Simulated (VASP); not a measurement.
Input of a VASP 6.6.1 run:

Contents of INCAR:

```
SYSTEM = Nb4P3
PREC     = Accurate       ! precision mode
ENCUT    = 520            ! plane-wave cutoff, eV
EDIFF    = 1E-7           ! SCF threshold, eV
ISMEAR   = 0              ! smearing method
SIGMA    = 0.1            ! smearing width, eV
LREAL    = .FALSE.        ! projectors in reciprocal space
LASPH    = .TRUE.         ! aspherical terms in the spheres
NELM     = 80             ! most SCF steps
ALGO     = Normal         ! electronic algorithm
ISIF     = 2              ! what is computed and relaxed
LWAVE    = .FALSE.        ! write WAVECAR
LCHARG   = .TRUE.         ! write CHGCAR
GGA      = PE             ! functional
LELF     = .TRUE.         ! ELF
LVHAR    = .TRUE.       
NBANDS   = 42             ! bands
```

KPOINTS

```
regular mesh
0
G
  6 6 2
  0 0 0
```

Contents of POSCAR:

```
Nb4P3
1.0
    3.5249656364      0.0000000000      0.0000000000
    0.0000000000      3.5249656364      0.0000000000
    0.0000000000      0.0000000000      9.7675786387
Nb P
4 3
Direct
    0.0000000000      0.0000000000      0.0000000000
    0.5000000000      0.5000000000      0.7576343155
    0.0000000000      0.0000000000      0.5000000000
    0.5000000000      0.5000000000      0.2423656845
    0.0000000000      0.0000000000      0.7563742513
    0.5000000000      0.5000000000      0.5000000000
    0.0000000000      0.0000000000      0.2436257487
```

Potentials or basis: VASP PAW PBE potentials, release 64 (Nb_sv, P).

Command:

```sh
$ cat potpaw_PBE.64/Nb_sv/POTCAR potpaw_PBE.64/P/POTCAR > POTCAR
$ mpirun -np 1 vasp_std > vasp.out
```

What does it give for the band gap on the k mesh?

Zero (an odd number of electrons rules out a gap without spin polarisation).

Estimate the pressure.

-0.3 GPa.

Estimate the largest force.

0.038 eV/Å.

Forces on the atoms (eV/Å):
```
Nb   0.000  0.000  0.000
Nb   0.000  0.000  0.031
Nb   0.000  0.000  0.000
Nb   0.000  0.000 -0.031
P    0.000  0.000 -0.038
P    0.000  0.000  0.000
P    0.000  0.000  0.038
```

Caveat: the cell differs from its parent crystal (atoms taken out).
